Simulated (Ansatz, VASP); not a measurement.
**AgPt3 in VASP and in Ansatz**

```
Ag Pt
1.0
     3.90000   -0.01950   -0.01950
    -0.01950    3.90000   -0.01950
    -0.01950   -0.01950    3.90000
Ag Pt
1 3
Direct
  0.00000 0.00000 0.00000
  0.00000 0.50000 0.50000
  0.50000 0.00000 0.50000
  0.50000 0.50000 0.00000
```

Change from the starting cell: equal xy, yz and zx shear strains of -1 %.

Alike in both runs: task single point; functional LDA; k mesh 9 × 9 × 9; occupations fermi-dirac, width 0.08 eV; no spin polarisation.

|  | VASP | Ansatz |
| --- | --- | --- |
| version | VASP 6.6.1 | Ansatz 0.2.0 |
| potentials or method | VASP PAW LDA potentials, release 64 (Ag, Pt), cutoff 520 eV | all-electron LAPW, scalar-relativistic |

```tsv
	VASP	Ansatz	Ansatz less VASP
pressure (GPa)	2.9	2.4	-0.54
traceless stress, the component that is largest in VASP (GPa)	1.10	1.09	-0.012
```

LDA's correlation is that of Perdew and Zunger in VASP and of Perdew and Wang (1992) in Ansatz. Ansatz ran all-electron here, and VASP with PAW potentials.

Neither program's run includes spin-orbit coupling.
